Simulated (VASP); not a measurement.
# LuTa2 (P4/nmm) in VASP: a series of runs

Runs on LuTa2. Level: PBE. Tasks: single point, relaxation of cell and atoms.

All numbers are computed with VASP 6.6.1; they aren't measurements. Logs are shortened: lines on timing, memory, paths and dates and some standing lists are left out, and cuts for length are marked.

## (1) The cell of the first run

It takes space group P4/nmm (No. 129, tetragonal). The conventional cell has a = 3.709 Å, b = 3.709 Å, c = 10.230 Å, α = 90.00°, β = 90.00°, γ = 90.00°. Within 4.0 Å of Lu (site symmetry 4mm) lie 9 Ta at 3.05 to 3.28 Å and 4 Lu at 3.71 Å. Within 3.5 Å of Ta (site symmetry -4m2) lie 4 Ta at 2.62 Å and 4 Lu at 3.20 Å. Ta (site symmetry 4mm) has 8 Ta at 2.83 to 3.71 Å and 5 Lu at 3.05 to 3.28 Å within 3.8 Å.

The cell was generated, and may not be a known phase.

## (2) Single point, PBE

The input, INCAR:

```
SYSTEM = LuTa2
PREC = Accurate
ENCUT = 520
EDIFF = 1E-6
ISMEAR = 0
SIGMA = 0.1
LREAL = .False.
LASPH = .True.
NELM = 60
ALGO = Fast
ISIF = 2
LWAVE = .False.
LCHARG = .False.
GGA = PE
NBANDS = 56
```

The input, KPOINTS:

```
regular mesh
0
Gamma
  6 6 2
  0 0 0
```

The input, POSCAR:

```
LuTa2
1.0
    3.7092437240      0.0000000000      0.0000000000
    0.0000000000      3.7092437240      0.0000000000
    0.0000000000      0.0000000000     10.2303817186
Lu Ta
2 4
Direct
    0.0000000000      0.5000000000      0.7455761258
    0.5000000000      0.0000000000      0.2544238742
    0.0000000000      0.0000000000      0.0000000000
    0.5000000000      0.5000000000      0.0000000000
    0.0000000000      0.5000000000      0.4476287449
    0.5000000000      0.0000000000      0.5523712551
```

Potentials or basis: VASP PAW PBE potentials, release 64 (Lu, Ta_pv).

Launch:

```sh
> cat potpaw_PBE.64/Lu/POTCAR potpaw_PBE.64/Ta_pv/POTCAR > POTCAR
> mpirun -np 1 vasp_std > vasp.out
```

OUTCAR:

```text
SYSTEM = LuTa2
   PREC = Accurate
   ENCUT = 520
   EDIFF = 1E-6
   ISMEAR = 0
   LREAL = .False.
   LASPH = .True.
   NELM = 60
   ISIF = 2
   GGA = PE

 ion  position               nearest neighbor table
   1  0.000  0.500  0.746-   5 3.05   4 3.20   3 3.20   3 3.20   4 3.20   6 3.28   6 3.28   6 3.28
                             6 3.28
   2  0.500  0.000  0.254-   6 3.05   4 3.20   3 3.20   4 3.20   3 3.20   5 3.28   5 3.28   5 3.28
                             5 3.28
   3  0.000  0.000  0.000-   4 2.62   4 2.62   4 2.62   4 2.62   2 3.20   2 3.20   1 3.20   1 3.20

   4  0.500  0.500  0.000-   3 2.62   3 2.62   3 2.62   3 2.62   2 3.20   1 3.20   1 3.20   2 3.20

   5  0.000  0.500  0.448-   6 2.83   6 2.83   6 2.83   6 2.83   1 3.05   2 3.28   2 3.28   2 3.28
                             2 3.28
   6  0.500  0.000  0.552-   5 2.83   5 2.83   5 2.83   5 2.83   2 3.05   1 3.28   1 3.28   1 3.28
                             1 3.28

  LATTYP: Found a simple tetragonal cell.
 ALAT       =     3.7092437240
 C/A-ratio  =     2.7580775166

  Lattice vectors:

 A1 = (   3.7092437240,   0.0000000000,   0.0000000000)
 A2 = (   0.0000000000,   3.7092437240,   0.0000000000)
 A3 = (   0.0000000000,   0.0000000000,  10.2303817186)

Analysis of symmetry for initial positions (statically):
=====================================================================
 Subroutine PRICEL returns:
 Original cell was already a primitive cell.

 Routine SETGRP: Setting up the symmetry group for a
 simple tetragonal supercell.

 Subroutine GETGRP returns: Found 16 space group operations
 (whereof  8 operations were pure point group operations)
 out of a pool of 16 trial point group operations.

The static configuration has the point symmetry D_2d.
 The point group associated with its full space group is D_4h.

Analysis of symmetry for dynamics (positions and initial velocities):
=====================================================================
 Subroutine PRICEL returns:
 Original cell was already a primitive cell.

 Routine SETGRP: Setting up the symmetry group for a
 simple tetragonal supercell.

 Subroutine GETGRP returns: Found 16 space group operations
 (whereof  8 operations were pure point group operations)
 out of a pool of 16 trial point group operations.

The dynamic configuration has the point symmetry D_2d.
 The point group associated with its full space group is D_4h.

 Subroutine INISYM returns: Found 16 space group operations
 (whereof  8 operations are pure point group operations),
 and found     1 'primitive' translations

----------------------------------------------------------------------------------------

                                     Primitive cell

  volume of cell :     140.7546

  direct lattice vectors                    reciprocal lattice vectors
     3.709243724  0.000000000  0.000000000     0.269596736  0.000000000  0.000000000
     0.000000000  3.709243724  0.000000000     0.000000000  0.269596736  0.000000000
     0.000000000  0.000000000 10.230381719     0.000000000  0.000000000  0.097748063

  length of vectors
     3.709243724  3.709243724 10.230381719     0.269596736  0.269596736  0.097748063

  position of ions in fractional coordinates (direct lattice)
     0.000000000  0.500000000  0.745576126
     0.500000000  0.000000000  0.254423874
     0.000000000  0.000000000  0.000000000
     0.500000000  0.500000000  0.000000000
     0.000000000  0.500000000  0.447628745
     0.500000000  0.000000000  0.552371255

  ion indices of the primitive-cell ions
   primitive index   ion index
                 1           1
                 2           2
                 3           3
                 4           4
                 5           5
                 6           6

----------------------------------------------------------------------------------------

 KPOINTS: regular mesh

Automatic generation of k-mesh.
 Grid dimensions read from file:
 generate k-points for:    6    6    2

 Generating k-lattice:

  Cartesian coordinates                     Fractional coordinates (reciprocal lattice)
     0.044932789  0.000000000  0.000000000     0.166666667  0.000000000  0.000000000
     0.000000000  0.044932789  0.000000000     0.000000000  0.166666667  0.000000000
     0.000000000  0.000000000  0.048874032     0.000000000  0.000000000  0.500000000

  Length of vectors
     0.044932789  0.044932789  0.048874032

  Shift w.r.t. Gamma in fractional coordinates (k-lattice)
     0.000000000  0.000000000  0.000000000

 Subroutine IBZKPT returns following result:
 ===========================================

 Found     20 irreducible k-points:

 Following reciprocal coordinates:
            Coordinates               Weight
  0.000000  0.000000  0.000000      1.000000
  0.166667  0.000000  0.000000      4.000000
  0.333333  0.000000  0.000000      4.000000
  0.500000  0.000000  0.000000      2.000000
  0.166667  0.166667  0.000000      4.000000
  0.333333  0.166667  0.000000      8.000000
[... 12 lines left out ...]
  0.500000  0.333333  0.500000      4.000000
  0.500000  0.500000  0.500000      1.000000
   k-points           NKPTS =     20   k-points in BZ     NKDIM =     20   number of bands    NBANDS=     56
   number of dos      NEDOS =    301   number of ions     NIONS =      6
   total plane-waves  NPLWV =  62720
   dimension x,y,z NGX =    28 NGY =   28 NGZ =   80
   dimension x,y,z NGXF=    56 NGYF=   56 NGZF=  160
   ions per type =               2   4
   NGX,Y,Z   is equivalent  to a cutoff of  12.55, 12.55, 13.00 a.u.
   NGXF,Y,Z  is equivalent  to a cutoff of  25.10, 25.10, 26.00 a.u.
 SYSTEM =  LuTa2
   PREC   = accura    normal or accurate (medium, high low for compatibility)
   ISTART =      0    job   : 0-new  1-cont  2-samecut
   ICHARG =      2    charge: 1-file 2-atom 10-const
   ISPIN  =      1    spin polarized calculation?
   LNONCOLLINEAR =      F non collinear calculations
   LSORBIT =      F    spin-orbit coupling
   LASPH  =      T    aspherical Exc in radial PAW
   ENCUT  =  520.0 eV  38.22 Ry    6.18 a.u.   6.90  6.90 19.02*2*pi/ulx,y,z
   NELM   =     60;   NELMIN=  2; NELMDL= -5     # of ELM steps
   EDIFF  = 0.1E-05   stopping-criterion for ELM
   LREAL  =      F    real-space projection
   EDIFFG = 0.1E-04   stopping-criterion for IOM
   NSW    =      0    number of steps for IOM
   IBRION =     -1    ionic relax: 0-MD 1-quasi-New 2-CG
   NFREE  =      0    steps in history (QN), initial steepest desc. (CG)
   ISIF   =      2    stress and relaxation
   ISYM   =      2    0-nonsym 1-usesym 2-fastsym
   POTIM  = 0.5000    time-step for ionic-motion
   TEBEG  =    0.0;   TEEND  =   0.0 temperature during run
   PSTRESS=    0.0 pullay stress
   NELECT =      94.0000    total number of electrons
   NUPDOWN=      -1.0000    fix difference up-down
   EMIN   =  10.00;   EMAX   =-10.00  energy-range for DOS
   EFERMI =   0.00;   METHOD = LEGACY
   ISMEAR =     0;   SIGMA  =   0.10  broadening in eV -4-tet -1-fermi 0-gaus
   EFERMI_NEDOS =   21; number of points for ismear=-14 and -15
   IALGO  =     68    algorithm
   IMIX   =      4    mixing-type and parameters
     AMIX     =   0.40;   BMIX     =  1.00
     AMIX_MAG =   1.60;   BMIX_MAG =  1.00
  volume/ion in A,a.u.               =      23.46       158.31
  Fermi-wavevector in a.u.,A,eV,Ry     =   1.430968  2.704137 27.860234  2.047669
  Thomas-Fermi vector in A             =   2.550756
   LORBIT       =      0    0 simple, 1 ext, 2 COOP (PROOUT), +10 PAW based schemes
   GGA     = PE    functional components
   LHFCALC =     F    Hartree Fock is set to
   AEXX    =    0.0000 exact exchange contribution
   IVDW    =     0    specifies the selected vdW correction
   LEPSILON=     F    determine dielectric tensor
   LRPA    =     F    only Hartree local field effects (RPA)
 non-spin polarized calculation
 RMM-DIIS sequential band-by-band and
 Gauss-broadening in eV      SIGMA  =   0.10
  energy-cutoff  :      520.00
  volume of cell :      140.75
 maximum number of plane-waves:      3826
 NGX is ok and might be reduce to    28
   NGX = 13   NGY = 13   NGZ = 39

 number of electron      93.9999974 magnetization

 Free energy of the ion-electron system (eV)
  ---------------------------------------------------
  ext. energy  EPLUGINS =         0.00000000
  ---------------------------------------------------
  free energy    TOTEN  =       -52.36910545 eV

  energy without entropy =      -52.33848341  energy(sigma->0) =      -52.35379443

 E-fermi :   3.6590     XC(G=0): -11.3135

 val. band max:        3.6546520586   @ k =   0.5000   0.5000   0.0000
 cond. band min:       3.6906110350   @ k =   0.5000   0.1667   0.0000
 fundamental gap:      0.0359589764
 Fermi energy:         3.6590084224

 k-point     1 :       0.0000    0.0000    0.0000
  band No.  band energies     occupation
      1     -52.2895      2.00000
      2     -52.2894      2.00000
      3     -30.9382      2.00000
      4     -30.9382      2.00000
      5     -30.9231      2.00000
      6     -30.9231      2.00000
[... 48 lines left out ...]
     55       6.3370      0.00000
     56       6.3373      0.00000

 k-point     2 :       0.1667    0.0000    0.0000
  band No.  band energies     occupation
      1     -52.2886      2.00000
      2     -52.2885      2.00000
      3     -30.9599      2.00000
      4     -30.8827      2.00000
      5     -30.8619      2.00000
      6     -30.8492      2.00000
[... 48 lines left out ...]
     55       6.0556      0.00000
     56       6.0750      0.00000

 k-point     3 :       0.3333    0.0000    0.0000
  band No.  band energies     occupation
      1     -52.2868      2.00000
      2     -52.2867      2.00000
      3     -30.9888      2.00000
      4     -30.9026      2.00000
      5     -30.7719      2.00000
      6     -30.6400      2.00000
[... 936 lines left out ...]
 k-point    19 :       0.5000    0.3333    0.5000
  band No.  band energies     occupation
      1     -52.2832      2.00000
      2     -52.2832      2.00000
      3     -31.0638      2.00000
      4     -31.0638      2.00000
      5     -31.0342      2.00000
      6     -31.0342      2.00000
[... 48 lines left out ...]
     55       5.8443      0.00000
     56       5.8465      0.00000

 k-point    20 :       0.5000    0.5000    0.5000
  band No.  band energies     occupation
      1     -52.2823      2.00000
      2     -52.2823      2.00000
      3     -31.1830      2.00000
      4     -31.1830      2.00000
      5     -31.0657      2.00000
      6     -31.0657      2.00000
[... 48 lines left out ...]
     55       6.2452      0.00000
     56       6.2531      0.00000

------------------------ aborting loop because EDIFF is reached ----------------------------------------

  FORCE on cell =-STRESS in cart. coord.  units (eV):
  Direction    XX          YY          ZZ          XY          YZ          ZX
  --------------------------------------------------------------------------------------
  -------------------------------------------------------------------------------------
  Total        0.0245501      0.0245501     -0.0621144      0.0000000      0.0000000     -0.0000000
  in kB        0.2794479      0.2794479     -0.7070344      0.0000000      0.0000000     -0.0000000
  external PRESSURE =      -0.0493796 kB  Pullay stress =       0.0000000 kB

 VOLUME and BASIS-vectors are now :
 -----------------------------------------------------------------------------
  energy-cutoff  :      520.00
  volume of cell :      140.75
      direct lattice vectors                 reciprocal lattice vectors
     3.709243724  0.000000000  0.000000000     0.269596736  0.000000000  0.000000000
     0.000000000  3.709243724  0.000000000     0.000000000  0.269596736  0.000000000
     0.000000000  0.000000000 10.230381719     0.000000000  0.000000000  0.097748063

 POSITION                                       TOTAL-FORCE (eV/Angst)
 -----------------------------------------------------------------------------------
      0.00000      1.85462      7.62753         0.000000     -0.000000     -0.020455
      1.85462      0.00000      2.60285        -0.000000     -0.000000      0.020455
      0.00000      0.00000      0.00000         0.000000      0.000000      0.000000
      1.85462      1.85462      0.00000         0.000000     -0.000000      0.000000
      0.00000      1.85462      4.57941         0.000000      0.000000     -0.020882
      1.85462      0.00000      5.65097         0.000000     -0.000000      0.020882
 -----------------------------------------------------------------------------------
    total drift:                               -0.000000      0.000000      0.000000

  FREE ENERGIE OF THE ION-ELECTRON SYSTEM (eV)
  ---------------------------------------------------
  free  energy   TOTEN  =       -52.3691054464 eV

  energy  without entropy=      -52.3384834136  energy(sigma->0) =      -52.35379443
```

Run time: 4 min. Hardware: 1 thread of Intel Xeon 6975P-C (Granite Rapids), shared host; peak memory 0.33 GiB.

What came out:

| Quantity | Value |
| --- | --- |
| Free energy | -52.3691 eV |
| Pressure | 0.0 GPa |
| Largest force | 0.021 eV/Å |
| Band gap on the k mesh | zero (bands 47 and 48 overlap by 1.07 eV) |

Forces on the atoms (eV/Å):
```
Lu   0.000  0.000 -0.020
Lu   0.000  0.000  0.020
Ta   0.000  0.000  0.000
Ta   0.000  0.000  0.000
Ta   0.000  0.000 -0.021
Ta   0.000  0.000  0.021
```

Stress tensor (GPa, compression positive):
```
 0.03  0.00  0.00
 0.00  0.03  0.00
 0.00  0.00 -0.07
```

Caveat: spin-orbit coupling is left out, which moves the levels of the heavy elements.

[end of part 1 of 2]

The gap in the log of VASP goes by the Fermi energy; the results here count the filled bands.